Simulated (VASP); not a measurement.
# WC (Fm-3m) in VASP: a series of runs, part 2 of 2

VASP 6.6.1. Earlier steps stand in the parts before.

### 4 Single point, r2SCAN+D3(BJ)

Input file POSCAR:

```
WC
1.0
    0.0000000000      2.1926840000      2.1926840000
    2.1926840000      0.0000000000      2.1926840000
    2.1926840000      2.1926840000      0.0000000000
W C
1 1
Direct
    0.0000000000      0.0000000000      0.0000000000
    0.5000000000      0.5000000000      0.5000000000
```

Input file INCAR.step1:

```
SYSTEM = WC
ALGO = Normal
EDIFF = 1E-4
ENCUT = 520
GGA = PE
ISMEAR = 0
LASPH = .True.
LCHARG = .False.
LREAL = .False.
LWAVE = .True.
NBANDS = 16
NELM = 80
PREC = Accurate
SIGMA = 0.2
```

Input file INCAR.step2:

```
SYSTEM = WC
ALGO = Normal
EDIFF = 1E-6
ENCUT = 520
ISIF = 2
ISMEAR = 0
ISTART = 1
IVDW = 12
LASPH = .True.
LCHARG = .True.
LELF = .True.
LMIXTAU = .True.
LREAL = .False.
LVHAR = .True.
LWAVE = .False.
METAGGA = R2SCAN
NBANDS = 16
NELM = 80
PREC = Accurate
SIGMA = 0.2
VDW_A1 = 0.49484001
VDW_A2 = 5.73083694
VDW_S6 = 1.0
VDW_S8 = 0.78981345
```

Input file KPOINTS:

```
k-points
0
Gamma
  11 11 11
  0 0 0
```

Potentials or basis: VASP PAW PBE potentials, release 64 (W_sv, C).

Started as:

```
> cat potpaw_PBE.64/W_sv/POTCAR potpaw_PBE.64/C/POTCAR > POTCAR
> cp INCAR.step1 INCAR
> mpirun -np 1 vasp_std > vasp.out
> cp INCAR.step2 INCAR
> mpirun -np 1 vasp_std > vasp.out
```

OUTCAR:

```text
SYSTEM = WC
   EDIFF = 1E-6
   ENCUT = 520
   ISIF = 2
   ISMEAR = 0
   ISTART = 1
   IVDW = 12
   LASPH = .True.
   LREAL = .False.
   METAGGA = R2SCAN
   NELM = 80
   PREC = Accurate
 IVDW          = 12

 ion  position               nearest neighbor table
   1  0.000  0.000  0.000-   2 2.19   2 2.19   2 2.19   2 2.19   2 2.19   2 2.19
   2  0.500  0.500  0.500-   1 2.19   1 2.19   1 2.19   1 2.19   1 2.19   1 2.19

  LATTYP: Found a face centered cubic cell.
 ALAT       =     4.3853680000

  Lattice vectors:

 A1 = (   0.0000000000,   2.1926840000,   2.1926840000)
 A2 = (   2.1926840000,   0.0000000000,   2.1926840000)
 A3 = (   2.1926840000,   2.1926840000,   0.0000000000)

Analysis of symmetry for initial positions (statically):
=====================================================================
 Subroutine PRICEL returns:
 Original cell was already a primitive cell.

 Routine SETGRP: Setting up the symmetry group for a
 face centered cubic supercell.

 Subroutine GETGRP returns: Found 48 space group operations
 (whereof 48 operations were pure point group operations)
 out of a pool of 48 trial point group operations.

The static configuration has the point symmetry O_h .

Analysis of symmetry for dynamics (positions and initial velocities):
=====================================================================
 Subroutine PRICEL returns:
 Original cell was already a primitive cell.

 Routine SETGRP: Setting up the symmetry group for a
 face centered cubic supercell.

 Subroutine GETGRP returns: Found 48 space group operations
 (whereof 48 operations were pure point group operations)
 out of a pool of 48 trial point group operations.

The dynamic configuration has the point symmetry O_h .

 Subroutine INISYM returns: Found 48 space group operations
 (whereof 48 operations are pure point group operations),
 and found     1 'primitive' translations

----------------------------------------------------------------------------------------

                                     Primitive cell

  volume of cell :      21.0842

  direct lattice vectors                    reciprocal lattice vectors
     0.000000000  2.192684000  2.192684000    -0.228031034  0.228031034  0.228031034
     2.192684000  0.000000000  2.192684000     0.228031034 -0.228031034  0.228031034
     2.192684000  2.192684000  0.000000000     0.228031034  0.228031034 -0.228031034

  length of vectors
     3.100923451  3.100923451  3.100923451     0.394961337  0.394961337  0.394961337

  position of ions in fractional coordinates (direct lattice)
     0.000000000  0.000000000  0.000000000
     0.500000000  0.500000000  0.500000000

  ion indices of the primitive-cell ions
   primitive index   ion index
                 1           1
                 2           2

----------------------------------------------------------------------------------------

 KPOINTS: k-points

Automatic generation of k-mesh.
 Grid dimensions read from file:
 generate k-points for:   11   11   11

 Generating k-lattice:

  Cartesian coordinates                     Fractional coordinates (reciprocal lattice)
    -0.020730094  0.020730094  0.020730094     0.090909091  0.000000000  0.000000000
     0.020730094 -0.020730094  0.020730094     0.000000000  0.090909091  0.000000000
     0.020730094  0.020730094 -0.020730094     0.000000000  0.000000000  0.090909091

  Length of vectors
     0.035905576  0.035905576  0.035905576

  Shift w.r.t. Gamma in fractional coordinates (k-lattice)
     0.000000000  0.000000000  0.000000000

 Subroutine IBZKPT returns following result:
 ===========================================

 Found     56 irreducible k-points:

 Following reciprocal coordinates:
            Coordinates               Weight
  0.000000  0.000000  0.000000      1.000000
  0.090909  0.000000  0.000000      8.000000
  0.181818  0.000000  0.000000      8.000000
  0.272727  0.000000  0.000000      8.000000
  0.363636  0.000000  0.000000      8.000000
  0.454545  0.000000  0.000000      8.000000
[... 16 lines left out ...]
 -0.272727  0.181818  0.000000     24.000000
 -0.181818  0.181818  0.000000     12.000000
 [... further k-points ...]
   k-points           NKPTS =     56   k-points in BZ     NKDIM =     56   number of bands    NBANDS=     16
   number of dos      NEDOS =    301   number of ions     NIONS =      2
   total plane-waves  NPLWV =  13824
   dimension x,y,z NGX =    24 NGY =   24 NGZ =   24
   dimension x,y,z NGXF=    48 NGYF=   48 NGZF=   48
   ions per type =               1   1
   NGX,Y,Z   is equivalent  to a cutoff of  12.87, 12.87, 12.87 a.u.
   NGXF,Y,Z  is equivalent  to a cutoff of  25.73, 25.73, 25.73 a.u.
 SYSTEM =  WC
   PREC   = accura    normal or accurate (medium, high low for compatibility)
   ISTART =      1    job   : 0-new  1-cont  2-samecut
   ICHARG =      0    charge: 1-file 2-atom 10-const
   ISPIN  =      1    spin polarized calculation?
   LNONCOLLINEAR =      F non collinear calculations
   LSORBIT =      F    spin-orbit coupling
   LASPH  =      T    aspherical Exc in radial PAW
   ENCUT  =  520.0 eV  38.22 Ry    6.18 a.u.   5.77  5.77  5.77*2*pi/ulx,y,z
   NELM   =     80;   NELMIN=  2; NELMDL=  0     # of ELM steps
   EDIFF  = 0.1E-05   stopping-criterion for ELM
   LREAL  =      F    real-space projection
   EDIFFG = 0.1E-04   stopping-criterion for IOM
   NSW    =      0    number of steps for IOM
   IBRION =     -1    ionic relax: 0-MD 1-quasi-New 2-CG
   NFREE  =      0    steps in history (QN), initial steepest desc. (CG)
   ISIF   =      2    stress and relaxation
   ISYM   =      2    0-nonsym 1-usesym 2-fastsym
   POTIM  = 0.5000    time-step for ionic-motion
   TEBEG  =    0.0;   TEEND  =   0.0 temperature during run
   PSTRESS=    0.0 pullay stress
   NELECT =      18.0000    total number of electrons
   NUPDOWN=      -1.0000    fix difference up-down
   EMIN   =  10.00;   EMAX   =-10.00  energy-range for DOS
   EFERMI =   0.00;   METHOD = LEGACY
   ISMEAR =     0;   SIGMA  =   0.20  broadening in eV -4-tet -1-fermi 0-gaus
   EFERMI_NEDOS =   21; number of points for ismear=-14 and -15
   IALGO  =     38    algorithm
   IMIX   =      4    mixing-type and parameters
     AMIX     =   0.40;   BMIX     =  1.00
     AMIX_MAG =   1.60;   BMIX_MAG =  1.00
  volume/ion in A,a.u.               =      10.54        71.14
  Fermi-wavevector in a.u.,A,eV,Ry     =   1.553029  2.934800 32.815887  2.411900
  Thomas-Fermi vector in A             =   2.657319
   LORBIT       =      0    0 simple, 1 ext, 2 COOP (PROOUT), +10 PAW based schemes
   METAGGA = R2SCAN    functional components
   LHFCALC =     F    Hartree Fock is set to
   AEXX    =    0.0000 exact exchange contribution
   IVDW    =    12    specifies the selected vdW correction
   LEPSILON=     F    determine dielectric tensor
   LRPA    =     F    only Hartree local field effects (RPA)
 non-spin polarized calculation
 Gauss-broadening in eV      SIGMA  =   0.20
  energy-cutoff  :      520.00
  volume of cell :       21.08
 maximum number of plane-waves:       578
   NGX = 11   NGY = 11   NGZ = 11

 number of electron      18.0000001 magnetization

 Free energy of the ion-electron system (eV)
  ---------------------------------------------------
  ext. energy  EPLUGINS =         0.00000000
  ---------------------------------------------------
  free energy    TOTEN  =       -60.62275704 eV

  energy without entropy =      -60.59597013  energy(sigma->0) =      -60.60936358

 E-fermi :  12.4205     XC(G=0): -14.8497

 val. band max:       12.3996636542   @ k =  -0.2727   0.4545   0.1818
 cond. band min:      12.4556907865   @ k =   0.4545   0.0909   0.0000
 fundamental gap:      0.0560271323
 Fermi energy:        12.4205354027

 k-point     1 :       0.0000    0.0000    0.0000
  band No.  band energies     occupation
      1     -65.0540      2.00000
      2     -28.3894      2.00000
      3     -28.3894      2.00000
      4     -28.3894      2.00000
      5      -4.3025      2.00000
      6       9.5658      2.00000
[... 8 lines left out ...]
     15      22.9993      0.00000
     16      36.2326      0.00000
[... 419 lines left out ...]
 k-point    24 :      -0.1818    0.1818    0.0000
  band No.  band energies     occupation
      1     -65.0264      2.00000
      2     -28.7324      2.00000
      3     -28.5293      2.00000
      4     -28.4189      2.00000
      5      -2.1200      2.00000
      6       5.1680      2.00000
[... 8 lines left out ...]
     15      25.8829      0.00000
     16      26.8499      0.00000

 [... further k-points ...]

------------------------ aborting loop because EDIFF is reached ----------------------------------------

 Edisp (eV)   -0.42932

 E8    (eV) :    -0.1575

  FORCE on cell =-STRESS in cart. coord.  units (eV):
  Direction    XX          YY          ZZ          XY          YZ          ZX
  --------------------------------------------------------------------------------------
  -------------------------------------------------------------------------------------
  Total      -0.88230    -0.88230    -0.88230     0.00000    -0.00000     0.00000
  in kB     -67.04560   -67.04560   -67.04560     0.00000    -0.00000     0.00000
  external pressure =      -67.05 kB  Pullay stress =        0.00 kB

 VOLUME and BASIS-vectors are now :
 -----------------------------------------------------------------------------
  energy-cutoff  :      520.00
  volume of cell :       21.08
      direct lattice vectors                 reciprocal lattice vectors
     0.000000000  2.192684000  2.192684000    -0.228031034  0.228031034  0.228031034
     2.192684000  0.000000000  2.192684000     0.228031034 -0.228031034  0.228031034
     2.192684000  2.192684000  0.000000000     0.228031034  0.228031034 -0.228031034

 POSITION                                       TOTAL-FORCE (eV/Angst)
 -----------------------------------------------------------------------------------
      0.00000      0.00000      0.00000         0.000000      0.000000     -0.000000
      2.19268      2.19268      2.19268        -0.000000     -0.000000      0.000000
 -----------------------------------------------------------------------------------
    total drift:                                0.000000     -0.000000     -0.000000

  FREE ENERGIE OF THE ION-ELECTRON SYSTEM (eV)
  ---------------------------------------------------
  free  energy   TOTEN  =       -61.0520804032 eV

  energy  without entropy=      -61.0252934967  energy(sigma->0) =      -61.03868695
```

Run time: 86 s. Hardware: 1 thread of AMD EPYC 7R13 (Zen 3), shared host; peak memory 0.13 GiB.

Results:

* Free energy: -61.0521 eV
* Pressure: -6.7 GPa
* Band gap on the k mesh: zero (band 9 reaches 13.38 eV, above the bottom of band 10 at 10.17 eV)
* Dispersion energy per atom: -0.215 eV

Caveat: the PAW data sets were made with another functional, which shifts forces and pressure a little; spin-orbit coupling is left out, which moves the levels of the heavy elements; pairwise dispersion overbinds metals, which lowers pressure and volume.

### 5 Single point, r2SCAN+D3(BJ)

POSCAR is that of step 4.

Input file INCAR.step1:

```
PREC = Accurate
ENCUT = 520
ISMEAR = 0
SIGMA = 0.1
LREAL = False
LASPH = True
NELM = 80
NBANDS = 16
GGA = PE
ALGO = Normal
EDIFF = 1E-4
LWAVE = True
LCHARG = False
```

Input file INCAR.step2:

```
PREC = Accurate
ENCUT = 520
EDIFF = 1E-7
ISMEAR = 0
SIGMA = 0.1
LREAL = False
LASPH = True
NELM = 80
ALGO = Normal
ISIF = 2
LWAVE = False
LCHARG = False
METAGGA = R2SCAN
LMIXTAU = True
IVDW = 12
VDW_S6 = 1.0
VDW_S8 = 0.78981345
VDW_A1 = 0.49484001
VDW_A2 = 5.73083694
NBANDS = 16
ISTART = 1
```

Input file KPOINTS:

```
Automatic mesh
0
Gamma
  11 11 11
```

Started as:

```
> cat potpaw_PBE.64/W_sv/POTCAR potpaw_PBE.64/C/POTCAR > POTCAR
> cp INCAR.step1 INCAR
> mpirun -np 1 vasp_std > vasp.out
> cp INCAR.step2 INCAR
> mpirun -np 1 vasp_std > vasp.out
```

Wall time 95 s (1 thread of AMD EPYC 7R13 (Zen 3), shared host); peak memory 0.14 GiB.

It converged, with:

```yaml
Free_energy: -61.0416 eV
Pressure: -6.8 GPa
Band_gap_on_the_k_mesh: zero (band 9 reaches 13.38 eV, above the bottom of band 10 at 10.17 eV)
Dispersion_energy_per_atom: -0.215 eV
```

Levels at points of the mesh, in eV from the Fermi level:
```
           k point  band 7  band 8  band 9  band 10  band 11  band 12
(0.00, 0.00, 0.00)   -2.86   -2.86   -1.17    -1.17    -1.17    -1.05
```

Caveat: the PAW data sets were made with another functional, which shifts forces and pressure a little; spin-orbit coupling is left out, which moves the levels of the heavy elements; pairwise dispersion overbinds metals, which lowers pressure and volume.

### 6 Overview

```tsv
smearing	gap on the mesh (eV)	pressure (GPa)
gaussian 0.5 eV	none	-6.2
gaussian 0.3 eV	none	-6.6
gaussian 0.2 eV	none	-6.7
gaussian 0.1 eV	none	-6.8
```

Alike in all rows: task single point; level r2SCAN+D3(BJ); potentials or basis VASP PAW PBE potentials, release 64 (W_sv, C); no spin polarisation; cell as given; k mesh 11 × 11 × 11; cutoff (eV) 520.

Every run on the cell as given and a fine mesh finds a metal.

Caveats: the PAW data sets were made with another functional, which shifts forces and pressure a little; spin-orbit coupling is left out, which moves the levels of the heavy elements; pairwise dispersion overbinds metals, which lowers pressure and volume.

Total energies depend on the potentials used, so only differences within one code and one set of settings carry meaning.
